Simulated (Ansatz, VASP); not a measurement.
Two plane-wave programs on CuO

```
CELL_PARAMETERS angstrom
2.34185 -1.71130 0.00000
2.34185 1.71130 0.00000
-0.85003 0.00000 5.05787
ATOMIC_POSITIONS crystal
Cu 0.50000 0.00000 0.50000
Cu 0.00000 0.50000 0.00000
O 0.41840 0.58160 0.75000
O 0.58160 0.41840 0.25000
```

Alike in both runs: task relaxation of cell and atoms; functional BLYP; k mesh 10 × 10 × 5; occupations fermi-dirac, width 0.05 eV; no spin polarisation.

```csv
,VASP,Ansatz
version,VASP 6.6.1,Ansatz 0.2.0
potentials or method,"VASP PAW PBE potentials, release 64 (Cu, O)",Ansatz PAW
plane-wave cutoff (eV),600,420
valence electrons in the cell,34,50
```

Ansatz gave:

* gap on the k mesh at the Fermi level, each at its own relaxed structure (eV): none
* relaxed volume (Å³/atom): 11.65
* relaxed length of the cell vector where the two differ most in proportion (Å): 5.196

Task: Estimate VASP's values.

Result: gap on the k mesh at the Fermi level, each at its own relaxed structure (eV): none; relaxed volume (Å³/atom): 11.63; relaxed length of the cell vector where the two differ most in proportion (Å): 5.216.

VASP's potentials were made for PBE, not for BLYP. A gap of «none» marks a metal or a gap that the smearing closes. VASP's potentials hold 34 valence electrons a cell and Ansatz's 50, so a difference there can come from the potentials and not from the codes.

Noted on Ansatz's run: the plane-wave basis is chosen anew once the cell has moved, so the energies of steps on either side of that aren't comparable.
